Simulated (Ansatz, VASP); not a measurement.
**One calculation of Gd, two programs**

```
Gd
1.0
     3.63600    0.00000    0.00000
    -1.81800    3.14887    0.00000
     0.00000    0.00000    5.78260
Gd
2
Direct
  0.66667 0.33333 0.75000
  0.33333 0.66667 0.25000
```

Alike in both runs: functional PBEsol; k mesh 8 × 8 × 5; occupations fermi-dirac, width 0.05 eV; collinear spin.

|  | VASP | Ansatz |
| --- | --- | --- |
| version | VASP 6.6.1 | Ansatz 0.2.0 |
| potentials or method | VASP PAW PBE potentials, release 64 (Gd), cutoff 520 eV | all-electron LAPW, scalar-relativistic |
| task | single point | band structure |

Ansatz gave:

```
gap on the k mesh at the Fermi level (eV)                     : none
pressure (GPa)                                                : -1.8
traceless stress, the component that is largest in VASP (GPa) : 0.18
net moment per atom (μB)                                      : 7.61
size of the moment on the site where the two differ most (μB) : 7.45
```

Task: Estimate VASP's values.

Result: gap on the k mesh at the Fermi level (eV): none; pressure (GPa): -1.8; traceless stress, the component that is largest in VASP (GPa): 0.17; net moment per atom (μB): 7.61; size of the moment on the site where the two differ most (μB): 6.99.

VASP's potentials were made for PBE, not for PBEsol. Site moments also hang on the region over which each program counts them. A gap of «none» marks a metal or a gap that the smearing closes. Ansatz ran all-electron here, and VASP with PAW potentials.

Spin-orbit coupling is off throughout. Noted on Ansatz's run: the open f shell may have settled in a state that isn't the lowest.
